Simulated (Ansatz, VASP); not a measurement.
## One calculation of BAs, two programs

Contents of INCAR:

```
SYSTEM = BAs
PREC     = Accurate       ! precision mode
ENCUT    = 520            ! plane-wave cutoff, eV
EDIFF    = 1E-7           ! SCF threshold, eV
ISMEAR   = -1             ! smearing method
SIGMA    = 0.05           ! smearing width, eV
LREAL    = .FALSE.        ! projectors in reciprocal space
LASPH    = .TRUE.         ! aspherical terms in the spheres
NELM     = 60             ! most SCF steps
ALGO     = Normal         ! electronic algorithm
ISIF     = 2              ! what is computed and relaxed
LWAVE    = .FALSE.        ! write WAVECAR
LCHARG   = .FALSE.        ! write CHGCAR
NBANDS   = 11             ! bands
```

Contents of KPOINTS:

```
Automatic mesh
0
G
  13 13 13
  0 0 0
```

Contents of POSCAR:

```
BAs
1.0
    0.0000000000      2.4199312360      2.4199312360
    2.4199312360      0.0000000000      2.4199312360
    2.4199312360      2.4199312360      0.0000000000
B As
1 1
Direct
    0.0000000000      0.0000000000      0.0000000000
    0.7500000000      0.7500000000      0.7500000000
```

Input for Ansatz:

```yaml
crystal:
  lattice:
    - [0.0, 2.419931236, 2.419931236]
    - [2.419931236, 0.0, 2.419931236]
    - [2.419931236, 2.419931236, 0.0]
  atoms:
    - { symbol: B, position: [0.0, 0.0, 0.0] }
    - { symbol: As, position: [0.75, 0.75, 0.75] }
kpoints:
  mp_grid: { grid: [13, 13, 13] }
  band_path:
    path:
      - [0.0, 0.0, 0.0]
      - [-0.5, -0.5, 0.0]
      - [-0.375, -0.375, 0.25]
      - [-0.375, 0.0, 0.375]
      - [0.0, 0.0, 0.0]
      - [0.0, 0.0, 0.5]
      - [-0.5, -0.25, 0.25]
      - [-0.5, -0.5, 0.0]
    npoints: 5
scf:
  occupations: { method: fermi_dirac, width: 0.05 }
hamiltonian:
  xc: lda
  pseudopotentials: { kind: all_electron, lapw: { basis_error: 0.0005 } }
output:
  forces: true
  stress: true
  eigenvalues: true
```

Change from the starting cell: volume scaled by 1.04.

Alike in both runs: task single point; functional LDA; k mesh 13 × 13 × 13; occupations fermi-dirac, width 0.05 eV; no spin polarisation.

|  | VASP | Ansatz |
| --- | --- | --- |
| version | VASP 6.6.1 | Ansatz 0.2.0 |
| potentials or method | VASP PAW LDA potentials, release 64 (B, As), cutoff 520 eV | all-electron LAPW, scalar-relativistic |

|  | VASP | Ansatz | Ansatz less VASP |
| --- | --- | --- | --- |
| pressure (GPa) | -7.9 | -8.6 | -0.69 |

LDA's correlation is that of Perdew and Zunger in VASP and of Perdew and Wang (1992) in Ansatz. Ansatz ran all-electron here, and VASP with PAW potentials.
